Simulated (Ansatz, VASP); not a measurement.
# Two plane-wave programs on Ca

```
Ca
1.0
     3.90141    0.00000    0.00000
    -1.95071    3.37872    0.00000
     0.00000    0.00000    6.60558
Ca
2
Direct
  0.33333 0.66667 0.75000
  0.66667 0.33333 0.25000
```

Alike in both runs: task single point; functional HSE06; k mesh 6 × 6 × 4; occupations gaussian, width 0.05 eV; no spin polarisation.

|  | VASP | Ansatz |
| --- | --- | --- |
| version | VASP 6.6.1 | Ansatz 0.2.0 |
| potentials or method | VASP PAW PBE potentials, release 64 (Ca_sv), cutoff 520 eV | scalar-relativistic, plane waves, PAW |
| valence electrons in the cell | 20 | 20 |

```tsv
	VASP	Ansatz	Ansatz less VASP
pressure (GPa)	0.2	0.2	-0.01
```

Ansatz's warnings: filled band counts differ across k points, stress exchange threshold loose, stress scf threshold loose.
